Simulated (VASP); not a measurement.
# Mg (P6_3/mmc) in VASP: single point with PBE

Aim: the single point of Mg with PBE.

All numbers are computed with VASP 6.6.1; they aren't measurements. Logs are shortened: lines on timing, memory, paths and dates and some standing lists are left out, and cuts for length are marked.

## 1. The cell of the first run

It takes space group P6_3/mmc (No. 194, hexagonal). Conventional cell: a = 3.206 Å, b = 3.206 Å, c = 5.162 Å, α = 90.00°, β = 90.00°, γ = 120.00°. Within 4.2 Å of Mg (site symmetry -6m2) lie 12 Mg at 3.18 to 3.21 Å.

## 2. Single point, PBE, non-collinear spin, zero start, spin-orbit coupling

The input, INCAR:

```
PREC = Accurate
ENCUT = 520
EDIFF = 1E-6
ISMEAR = 0
SIGMA = 0.05
LREAL = F
LASPH = T
NELM = 150
ALGO = Normal
ISIF = 2
LWAVE = F
LCHARG = T
MAGMOM = 0 0 0 0 0 0
LORBIT = 11
LSORBIT = T
GGA_COMPAT = F
LORBMOM = T
GGA = PE
LVHAR = T
NBANDS = 16
```

The input, KPOINTS:

```
Automatic mesh
0
Gamma
  16 16 8
```

The input, POSCAR:

```
Mg
1.0
    3.2063217679      0.0000000000      0.0000000000
   -1.6031608840      2.7767561037      0.0000000000
    0.0000000000      0.0000000000      5.1622411204
Mg
2
Direct
    0.3333333333      0.6666666667      0.7500000000
    0.6666666667      0.3333333333      0.2500000000
```

Potentials or basis: VASP PAW PBE potentials, release 64 (Mg).

Started as:

```sh
cat potpaw_PBE.64/Mg/POTCAR > POTCAR
mpirun -np 1 vasp_ncl > vasp.out
```

OUTCAR:

```text
PREC = Accurate
   ENCUT = 520
   EDIFF = 1E-6
   ISMEAR = 0
   LREAL = F
   LASPH = T
   NELM = 150
   ISIF = 2
   LORBIT = 11
   LSORBIT = T
   GGA = PE

 ion  position               nearest neighbor table
   1  0.333  0.667  0.750-   2 3.18   2 3.18   2 3.18   2 3.18   2 3.18   2 3.18
   2  0.667  0.333  0.250-   1 3.18   1 3.18   1 3.18   1 3.18   1 3.18   1 3.18

  LATTYP: Found a hexagonal cell.
 ALAT       =     3.2063217679
 C/A-ratio  =     1.6100196718

  Lattice vectors:

 A1 = (   3.2063217679,   0.0000000000,   0.0000000000)
 A2 = (  -1.6031608840,   2.7767561037,   0.0000000000)
 A3 = (   0.0000000000,   0.0000000000,   5.1622411204)

Analysis of symmetry for initial positions (statically):
=====================================================================
 Subroutine PRICEL returns:
 Original cell was already a primitive cell.

 Routine SETGRP: Setting up the symmetry group for a
 hexagonal supercell.

 Subroutine GETGRP returns: Found 24 space group operations
 (whereof 12 operations were pure point group operations)
 out of a pool of 24 trial point group operations.

The static configuration has the point symmetry D_3d.
 The point group associated with its full space group is D_6h.

Analysis of symmetry for dynamics (positions and initial velocities):
=====================================================================
 Subroutine PRICEL returns:
 Original cell was already a primitive cell.

 Routine SETGRP: Setting up the symmetry group for a
 hexagonal supercell.

 Subroutine GETGRP returns: Found 24 space group operations
 (whereof 12 operations were pure point group operations)
 out of a pool of 24 trial point group operations.

The dynamic configuration has the point symmetry D_3d.
 The point group associated with its full space group is D_6h.

Analysis of structural, dynamic, and magnetic symmetry:
=====================================================================
 Subroutine PRICEL returns:
 Original cell was already a primitive cell.

 Routine SETGRP: Setting up the symmetry group for a
 hexagonal supercell.

 Subroutine GETGRP returns: Found 24 space group operations
 (whereof 12 operations were pure point group operations)
 out of a pool of 24 trial point group operations.

The overall configuration has the point symmetry D_3d.
 The point group associated with its full space group is D_6h.

 Subroutine INISYM returns: Found 24 space group operations
 (whereof 12 operations are pure point group operations),
 and found     1 'primitive' translations

----------------------------------------------------------------------------------------

                                     Primitive cell

  volume of cell :      45.9603

  direct lattice vectors                    reciprocal lattice vectors
     3.206321768  0.000000000  0.000000000     0.311883857  0.180066229  0.000000000
    -1.603160884  2.776756104  0.000000000     0.000000000  0.360132458  0.000000000
     0.000000000  0.000000000  5.162241120     0.000000000  0.000000000  0.193714315

  length of vectors
     3.206321768  3.206321768  5.162241120     0.360132458  0.360132458  0.193714315

  position of ions in fractional coordinates (direct lattice)
     0.333333333  0.666666667  0.750000000
     0.666666667  0.333333333  0.250000000

  ion indices of the primitive-cell ions
   primitive index   ion index
                 1           1
                 2           2

----------------------------------------------------------------------------------------

 KPOINTS: Automatic mesh

Automatic generation of k-mesh.
 Grid dimensions read from file:
 generate k-points for:   16   16    8

 Generating k-lattice:

  Cartesian coordinates                     Fractional coordinates (reciprocal lattice)
     0.019492741  0.011254139  0.000000000     0.062500000  0.000000000  0.000000000
     0.000000000  0.022508279  0.000000000     0.000000000  0.062500000  0.000000000
     0.000000000  0.000000000  0.024214289     0.000000000  0.000000000  0.125000000

  Length of vectors
     0.022508279  0.022508279  0.024214289
[... 95 lines left out ...]

 number of electron       4.0000000 magnetization       0.0000000     -0.0000000      0.0000000

 Free energy of the ion-electron system (eV)
  ---------------------------------------------------
  ext. energy  EPLUGINS =         0.00000000
  ---------------------------------------------------
  free energy    TOTEN  =        -3.00892043 eV

  energy without entropy =       -3.00775442  energy(sigma->0) =       -3.00833743

 E-fermi :   2.6406     XC(G=0):  -8.4878

 val. band max:        2.6400480979   @ k =   0.3125   0.3125   0.2500
 cond. band min:       2.6541026512   @ k =   0.5000   0.0000   0.3750
 fundamental gap:      0.0140545534
 Fermi energy:         2.6405633517

 k-point     1 :       0.0000    0.0000    0.0000
  band No.  band energies     occupation
      1      -4.2991      1.00000
      2      -4.2991      1.00000
      3       0.9897      1.00000
      4       0.9897      1.00000
      5       1.4640      1.00000
      6       1.4640      1.00000
[... 433 lines left out ...]
      3       3.5763      0.00000
      4       3.5763      0.00000
      5       3.6584      0.00000
      6       3.6584      0.00000
[... 8 lines left out ...]
     15      10.4632      0.00000
     16      10.4632      0.00000

 [... further k-points ...]
[... 5 lines left out ...]
  --------------------------------------------------------------------------------------
  -------------------------------------------------------------------------------------
  Total       -0.0469508     -0.0469508     -0.0525667      0.0000000     -0.0000000      0.0000000
  in kB       -1.6367061     -1.6367061     -1.8324740      0.0000000     -0.0000000      0.0000000
  external PRESSURE =      -1.7019620 kB  Pullay stress =       0.0000000 kB

 VOLUME and BASIS-vectors are now :
 -----------------------------------------------------------------------------
  energy-cutoff  :      520.00
  volume of cell :       45.96
      direct lattice vectors                 reciprocal lattice vectors
     3.206321768  0.000000000  0.000000000     0.311883857  0.180066229  0.000000000
    -1.603160884  2.776756104  0.000000000     0.000000000  0.360132458  0.000000000
     0.000000000  0.000000000  5.162241120     0.000000000  0.000000000  0.193714315

 POSITION                                       TOTAL-FORCE (eV/Angst)
 -----------------------------------------------------------------------------------
     -0.00000      1.85117      3.87168         0.000000      0.000000     -0.000000
      1.60316      0.92559      1.29056        -0.000000     -0.000000      0.000000
 -----------------------------------------------------------------------------------
    total drift:                                0.000000      0.000000     -0.000000

  FREE ENERGIE OF THE ION-ELECTRON SYSTEM (eV)
  ---------------------------------------------------
  free  energy   TOTEN  =        -3.0089204308 eV

  energy  without entropy=       -3.0077544199  energy(sigma->0) =       -3.00833743

 orbital moment (x)

 # of ion     p       d       tot
 ----------------------------------------
  1         0.000   0.000   0.000
  2         0.000   0.000   0.000
 ----------------------------------------
            0.000   0.000   0.000

 orbital moment (y)

 # of ion     p       d       tot
 ----------------------------------------
  1        -0.000  -0.000  -0.000
  2        -0.000  -0.000  -0.000
 ----------------------------------------
           -0.000  -0.000  -0.000

 orbital moment (z)

 # of ion     p       d       tot
 ----------------------------------------
  1         0.000   0.000   0.000
  2         0.000   0.000   0.000
 ----------------------------------------
            0.000   0.000   0.000

 Spin-Orbit-Coupling matrix elements

 Ion:    1  E_soc:     -0.0000358
 l=   1
     0.0000000    -0.0000060    -0.0000060
    -0.0000060     0.0000000    -0.0000060
    -0.0000060    -0.0000060     0.0000000
 l=   2
     0.0000000     0.0000000     0.0000000     0.0000000     0.0000000
     0.0000000     0.0000000     0.0000000     0.0000000     0.0000000
     0.0000000     0.0000000     0.0000000     0.0000000     0.0000000
     0.0000000     0.0000000     0.0000000     0.0000000     0.0000000
     0.0000000     0.0000000     0.0000000     0.0000000     0.0000000
 l=   3
     0.0000000     0.0000000     0.0000000     0.0000000     0.0000000     0.0000000     0.0000000
     0.0000000     0.0000000     0.0000000     0.0000000     0.0000000     0.0000000     0.0000000
     0.0000000     0.0000000     0.0000000     0.0000000     0.0000000     0.0000000     0.0000000
     0.0000000     0.0000000     0.0000000     0.0000000     0.0000000     0.0000000     0.0000000
     0.0000000     0.0000000     0.0000000     0.0000000     0.0000000     0.0000000     0.0000000
     0.0000000     0.0000000     0.0000000     0.0000000     0.0000000     0.0000000     0.0000000
     0.0000000     0.0000000     0.0000000     0.0000000     0.0000000     0.0000000     0.0000000

 Ion:    2  E_soc:     -0.0000358
 l=   1
     0.0000000    -0.0000060    -0.0000060
    -0.0000060     0.0000000    -0.0000060
    -0.0000060    -0.0000060     0.0000000
 l=   2
     0.0000000     0.0000000     0.0000000     0.0000000     0.0000000
     0.0000000     0.0000000     0.0000000     0.0000000     0.0000000
     0.0000000     0.0000000     0.0000000     0.0000000     0.0000000
     0.0000000     0.0000000     0.0000000     0.0000000     0.0000000
     0.0000000     0.0000000     0.0000000     0.0000000     0.0000000
 l=   3
     0.0000000     0.0000000     0.0000000     0.0000000     0.0000000     0.0000000     0.0000000
     0.0000000     0.0000000     0.0000000     0.0000000     0.0000000     0.0000000     0.0000000
     0.0000000     0.0000000     0.0000000     0.0000000     0.0000000     0.0000000     0.0000000
     0.0000000     0.0000000     0.0000000     0.0000000     0.0000000     0.0000000     0.0000000
     0.0000000     0.0000000     0.0000000     0.0000000     0.0000000     0.0000000     0.0000000
     0.0000000     0.0000000     0.0000000     0.0000000     0.0000000     0.0000000     0.0000000
     0.0000000     0.0000000     0.0000000     0.0000000     0.0000000     0.0000000     0.0000000

 total charge

# of ion       s       p       d       tot
------------------------------------------
    1        0.208   0.126   0.011   0.346
    2        0.208   0.126   0.011   0.346
--------------------------------------------------
tot          0.417   0.252   0.023   0.692

 magnetization (x)

# of ion       s       p       d       tot
------------------------------------------
    1        0.000  -0.000   0.000  -0.000
    2        0.000  -0.000   0.000  -0.000
--------------------------------------------------
tot          0.000  -0.000   0.000  -0.000

 magnetization (y)

# of ion       s       p       d       tot
------------------------------------------
    1        0.000  -0.000   0.000   0.000
    2       -0.000   0.000  -0.000  -0.000
--------------------------------------------------
tot          0.000  -0.000  -0.000  -0.000

 magnetization (z)

# of ion       s       p       d       tot
------------------------------------------
    1        0.000   0.000   0.000   0.000
    2        0.000   0.000   0.000   0.000
--------------------------------------------------
tot          0.000   0.000   0.000   0.000
```

Run time: 94 s. Hardware: 1 thread of Intel Xeon Platinum 8488C (Sapphire Rapids), shared host; peak memory 0.34 GiB.

What came out:

```
Free energy                                           : -3.0089 eV
Pressure                                              : -0.2 GPa
Net moment                                            : 0.00 μB per cell
Valence electrons inside the program's atomic spheres : Mg 0.35
```

Moments on the atoms (μB; x, y, z):
```
Mg  0.00 0.00 0.00
Mg  0.00 0.00 0.00
```
